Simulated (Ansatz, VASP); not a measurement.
Two plane-wave programs on Os

```
Os
1.0
     2.71266    0.00000    0.00000
    -1.35633    2.34923    0.00000
     0.00000    0.00000    4.29508
Os
2
Cartesian
  0.0000 1.5662 1.0738
  1.3563 0.7831 3.2213
```

Alike in both runs: task relaxation of cell and atoms; functional LDA; k mesh 24 × 24 × 14; occupations gaussian, width 0.1 eV; no spin polarisation.

```csv
,VASP,Ansatz
version,VASP 6.6.1,Ansatz 0.2.0
potentials or method,"VASP PAW LDA potentials, release 64 (Os), cutoff 600 eV","scalar-relativistic, plane waves, PAW"
valence electrons in the cell,16,32
```

```tsv
	VASP	Ansatz	Ansatz less VASP
gap on the k mesh at the Fermi level, each at its own relaxed structure (eV)	none	none	-
relaxed volume (Å³/atom)	13.74	13.70	-0.035
relaxed length of the cell vector where the two differ most in proportion (Å)	2.719	2.716	-0.0026
```

Ansatz warns that its potentials were made for another functional, while VASP's fit it. LDA's correlation is that of Perdew and Zunger in VASP and of Perdew and Wang (1992) in Ansatz. A gap of «none» marks a metal or a gap that the smearing closes. VASP's potentials hold 16 valence electrons a cell and Ansatz's 32, so a difference there can come from the potentials and not from the codes.

Neither program's run includes spin-orbit coupling.
